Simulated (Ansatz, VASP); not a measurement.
# Hf in VASP and in Ansatz

```
Hf
1.0
     0.00000    2.22000    2.22000
     2.22000    0.00000    2.22000
     2.22000    2.22000    0.00000
Hf
1
Direct
  0.00000 0.00000 0.00000
```

Alike in both runs: task relaxation of cell and atoms; functional RPBE; k mesh 10 × 10 × 10; occupations fermi-dirac, width 0.05 eV; no spin polarisation.

```csv
,VASP,Ansatz
version,VASP 6.6.1,Ansatz 0.2.0
potentials or method,"VASP PAW PBE potentials, release 64 (Hf_pv)",Ansatz PAW
plane-wave cutoff (eV),600,420
valence electrons in the cell,10,26
```

```csv
,VASP,Ansatz,Ansatz less VASP
"gap on the k mesh at the Fermi level, each at its own relaxed structure (eV)",none,none,-
relaxed volume (Å³/atom),23.06,23.19,+0.126
relaxed cell length with the largest relative difference (Å),3.195,3.201,+0.0058
```

VASP's potentials were made for PBE, not for RPBE. A gap of «none» marks a metal or a gap that the smearing closes. VASP's potentials hold 10 valence electrons a cell and Ansatz's 26, so a difference there can come from the potentials and not from the codes.

Spin-orbit coupling is off throughout. Noted on Ansatz's run: the plane-wave basis is chosen anew once the cell has moved, so the energies of steps on either side of that aren't comparable.
